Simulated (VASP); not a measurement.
**Ge: single point with r2SCAN+D3(BJ)**

Crystal: Ge.

```
Ge
1.0
     0.00000    2.83000    2.83000
     2.83000    0.00000    2.83000
     2.83000    2.83000    0.00000
Ge
2
Direct
  0.00000 0.00000 0.00000
  0.25000 0.25000 0.25000
```

```
Program                : VASP 6.6.1
Task                   : single point
Functional             : r2SCAN
Dispersion             : D3(BJ)
Potentials or basis    : VASP PAW PBE potentials, release 64 (Ge_d)
Cutoff                 : 550 eV
k mesh                 : 5 × 5 × 5
Occupations            : fermi-dirac, width 0.05 eV
Spin                   : no spin polarisation
Dipole correction      : no
Further INCAR settings : ALGO = Normal; EDIFF = 1e-06; NBANDS = 21
```

- Pressure: -0.3 GPa
- Band gap on the k mesh: 0.40 eV
- Dispersion energy per atom: -0.139 eV

Levels at points of the mesh, in eV from the valence-band top:
| k point | band 10 | band 11 | band 12 | band 13 | band 14 | band 15 | band 16 | band 17 | band 18 | band 19 |
| --- | --- | --- | --- | --- | --- | --- | --- | --- | --- | --- |
| (0.00, 0.00, 0.00) | -25.21 | -13.29 | 0.00 | 0.00 | 0.00 | 0.40 | 2.71 | 2.71 | 2.71 | 7.05 |

It took 85 s on 1 thread of Intel Xeon 8259CL, with other jobs on the host, peak memory 0.18 GiB.

Caveat: three body term missing; semilocal functionals underestimate gaps, and a narrow one can read as zero; the PAW data sets were made with another functional, which shifts forces and pressure a little; an odd mesh through Γ misses points on the zone boundary, where band edges can lie.
